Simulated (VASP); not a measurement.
Set up this calculation in VASP 6.6.1, as the native input.

| Property | Result |
| --- | --- |
| Task | density of states |
| Functional | PBE |
| Potentials or basis | VASP PAW PBE potentials, release 64 (Co, Al) |
| Cutoff | 520 eV |
| k mesh | 14 × 14 × 14 |
| Occupations | gaussian, width 0.1 eV |
| Spin | no spin polarisation |
| Dipole correction | no |
| k mesh for the DOS | 21 × 21 × 21 |
| Occupations for the DOS | tetrahedron |
| Further INCAR settings | ALGO = Normal; EDIFF = 1e-06; NBANDS = 13 |

Crystal: AlCo (m.b).

```xyz
2
Lattice="2.8517 0.0000 0.0000 0.0000 2.8517 0.0000 0.0000 0.0000 2.8517" Properties=species:S:1:pos:R:3 pbc="T T T"
Co    0.0000    0.0000    0.0000
Al    1.4259    1.4259    1.4259
```

These files were run (other wordings do the same):

POSCAR

```
AlCo
1.0
    2.8517131174      0.0000000000      0.0000000000
    0.0000000000      2.8517131174      0.0000000000
    0.0000000000      0.0000000000      2.8517131174
Co Al
1 1
Direct
    0.0000000000      0.0000000000      0.0000000000
    0.5000000000      0.5000000000      0.5000000000
```

INCAR.step1

```
ALGO     = Normal         # electronic algorithm
EDIFF    = 1E-6           # SCF threshold, eV
ENCUT    = 520            # plane-wave cutoff, eV
GGA      = PE             # functional
GGA_COMPAT= F            
ISIF     = 2              # what is computed and relaxed
ISMEAR   = 0              # smearing method
LASPH    = T              # aspherical terms in the spheres
LCHARG   = T              # write CHGCAR
LMAXMIX  = 4              # l up to which the mixer works
LORBIT   = 11             # projections on sites
LREAL    = F              # projectors in reciprocal space
LWAVE    = F              # write WAVECAR
NBANDS   = 13             # bands
NEDOS    = 2001           # points of the DOS
NELM     = 120            # most SCF steps
PREC     = Accurate       # precision mode
SIGMA    = 0.1            # smearing width, eV
```

KPOINTS.step1

```
k-points
0
Gamma
  14 14 14
```

INCAR.step2

```
ALGO     = Normal         # electronic algorithm
EDIFF    = 1E-6           # SCF threshold, eV
ENCUT    = 520            # plane-wave cutoff, eV
GGA      = PE             # functional
GGA_COMPAT= F            
ICHARG   = 11             # starting density
ISIF     = 2              # what is computed and relaxed
ISMEAR   = -5             # smearing method
LASPH    = T              # aspherical terms in the spheres
LCHARG   = F              # write CHGCAR
LMAXMIX  = 4              # l up to which the mixer works
LORBIT   = 10             # projections on sites
LREAL    = F              # projectors in reciprocal space
LWAVE    = F              # write WAVECAR
NBANDS   = 13             # bands
NEDOS    = 2001           # points of the DOS
NELM     = 120            # most SCF steps
PREC     = Accurate       # precision mode
SIGMA    = 0.1            # smearing width, eV
```

KPOINTS.step2

```
k-points
0
Gamma
  21 21 21
```

Potentials or basis: VASP PAW PBE potentials, release 64 (Co, Al).

Launch:

```console
$ cat potpaw_PBE.64/Co/POTCAR potpaw_PBE.64/Al/POTCAR > POTCAR
$ cp INCAR.step1 INCAR
$ cp KPOINTS.step1 KPOINTS
$ mpirun -np 1 vasp_std > vasp.out
$ cp INCAR.step2 INCAR
$ cp KPOINTS.step2 KPOINTS
$ mpirun -np 1 vasp_std > vasp.out
```

It gave:

```json
{"Valence electrons inside the program's atomic spheres": "Co 8.44; Al 0.82"}
```

Wall time 97 s on 1 thread of Intel Xeon 8259CL, with other jobs on the host, peak memory 0.21 GiB.
